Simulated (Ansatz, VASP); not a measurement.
## Two plane-wave programs on Hg

Contents of INCAR:

```
SYSTEM = Hg
PREC = Accurate
ENCUT = 520
EDIFF = 1E-8
ISMEAR = -1
SIGMA = 0.05
LREAL = .False.
LASPH = .True.
NELM = 80
ALGO = Normal
ISIF = 2
LWAVE = .False.
LCHARG = .False.
GGA = PS
LEFG = .True.
NBANDS = 25
```

Contents of KPOINTS:

```
regular mesh
0
Gamma
  8 8 9
  0 0 0
```

Contents of POSCAR:

```
Hg
1.0
    4.4473229131      0.0000000000      0.0000000000
   -2.2236614566      3.8514946216      0.0000000000
    0.0000000000      0.0000000000      3.7909982407
Hg
3
Direct
    0.3333333333      0.6666666667      0.5000000000
    0.0000000000      0.0000000000      0.0000000000
    0.6666666667      0.3333333333      0.5000000000
```

Input for Ansatz:

```yaml
crystal:
  lattice:
    - [4.4473229131, 0.0, 0.0]
    - [-2.2236614566, 3.8514946216, 0.0]
    - [0.0, 0.0, 3.7909982407]
  atoms:
    - { symbol: Hg, position: [0.3333333333, 0.6666666667, 0.5] }
    - { symbol: Hg, position: [0.0, 0.0, 0.0] }
    - { symbol: Hg, position: [0.6666666667, 0.3333333333, 0.5] }
kpoints:
  mp_grid: { grid: [8, 8, 9] }
scf:
  occupations: { method: fermi_dirac, width: 0.05 }
hamiltonian:
  xc: pbesol
  pseudopotentials: { kind: paw }
output:
  forces: true
  stress: true
  eigenvalues: true
  efg: { contact_densities: true }
```

Change from the starting cell: volume scaled by 0.94, PAW files.

Alike in both runs: task electric field gradients; functional PBEsol; k mesh 8 × 8 × 9; occupations fermi-dirac, width 0.05 eV; no spin polarisation.

|  | VASP | Ansatz |
| --- | --- | --- |
| version | VASP 6.6.1 | Ansatz 0.2.0 |
| potentials or method | VASP PAW PBE potentials, release 64 (Hg) | PAW with Ansatz's default frozen-core files, scalar-relativistic |
| plane-wave cutoff (eV) | 520 | 420 |
| valence electrons in the cell | 36 | 60 |

VASP gave:

- pressure (GPa): 14.8
- traceless stress, the component that is largest in VASP (GPa): -12.55
- size of Vzz on the site where it differs most (V/Å²): 373.7

Q: Which values does Ansatz return?

A: Pressure (GPa): 13.7; traceless stress, the component that is largest in VASP (GPa): -11.74; size of Vzz on the site where it differs most (V/Å²): 280.3.

VASP's potentials were made for PBE, not for PBEsol. VASP's potentials hold 36 valence electrons a cell and Ansatz's 60, so a difference there can come from the potentials and not from the codes.

Neither program's run includes spin-orbit coupling.
